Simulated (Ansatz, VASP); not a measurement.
# GaAs: VASP beside Ansatz

POSCAR

```
GaAs
1.0
    0.0000000000      2.6958900000      2.6958900000
    2.6958900000      0.0000000000      2.6958900000
    2.6958900000      2.6958900000      0.0000000000
Ga As
1 1
Direct
    0.0000000000      0.0000000000      0.0000000000
    0.5000000000      0.5000000000      0.5000000000
```

File INCAR.step1:

```
SYSTEM = GaAs
ALGO = Normal ; EDIFF = 1E-5
ENCUT = 600 ; GGA = PE
ISMEAR = -1 ; LASPH = .TRUE.
LCHARG = .FALSE. ; LREAL = .FALSE.
LWAVE = .TRUE. ; NBANDS = 16
NELM = 100 ; PREC = Accurate
SIGMA = 0.05
```

Contents of INCAR.step2:

```
SYSTEM = GaAs
ALGO = Normal ; EDIFF = 1E-6
EDIFFG = -0.01 ; ENCUT = 600
GGA = PE ; HFSCREEN = 0.2079
IBRION = 2 ; ISIF = 3
ISMEAR = -1 ; ISTART = 1
LASPH = .TRUE. ; LCHARG = .FALSE.
LHFCALC = .TRUE. ; LREAL = .FALSE.
LWAVE = .FALSE. ; NELM = 100
NSW = 60 ; PREC = Accurate
PRECFOCK = Normal ; SIGMA = 0.05
```

File KPOINTS:

```
k-points
0
G
  5 5 5
  0 0 0
```

input.yaml

```yaml
crystal:
  lattice:
    - [0.0, 2.69589, 2.69589]
    - [2.69589, 0.0, 2.69589]
    - [2.69589, 2.69589, 0.0]
  atoms:
    - { symbol: Ga, position: [0.0, 0.0, 0.0] }
    - { symbol: As, position: [0.5, 0.5, 0.5] }
hamiltonian:
  xc: hse06
  pseudopotentials: { kind: paw }
kpoints:
  mp_grid: { grid: [5, 5, 5] }
scf:
  occupations: { method: fermi_dirac, width: 0.05 }
output:
  forces: true
  stress: true
  eigenvalues: true
  write_density: true
  write_potential: true
  elf: true
  volumetric_format: npy
relax:
  f_tol: 0.01
  max_steps: 40
  cell: { stress_tol: 0.05 }
```

Alike in both runs: task relaxation of cell and atoms; functional HSE06; k mesh 5 × 5 × 5; occupations fermi-dirac, width 0.05 eV; no spin polarisation.

|  | VASP | Ansatz |
| --- | --- | --- |
| version | VASP 6.6.1 | Ansatz 0.2.0 |
| potentials or method | VASP PAW PBE potentials, release 64 (Ga_d, As) | Ansatz PAW |
| plane-wave cutoff (eV) | 600 | 420 |
| valence electrons in the cell | 18 | 28 |

VASP gave:

```
gap on the k mesh at the Fermi level, each at its own relaxed structure (eV)  : none
relaxed volume (Å³/atom)                                                      : 18.87
relaxed length of the cell vector where the two differ most in proportion (Å) : 3.765
```

Q: What did Ansatz give for the same quantities?

A: gap on the k mesh at the Fermi level, each at its own relaxed structure (eV): none; relaxed volume (Å³/atom): 18.90; relaxed length of the cell vector where the two differ most in proportion (Å): 3.767.

A gap of «none» marks a metal or a gap that the smearing closes. VASP's potentials hold 18 valence electrons a cell and Ansatz's 28, so a difference there can come from the potentials and not from the codes.

The k mesh is coarse, so the values compare programs but aren't converged. Noted on Ansatz's run: the plane-wave basis is chosen anew once the cell has moved, so the energies of steps on either side of that aren't comparable.
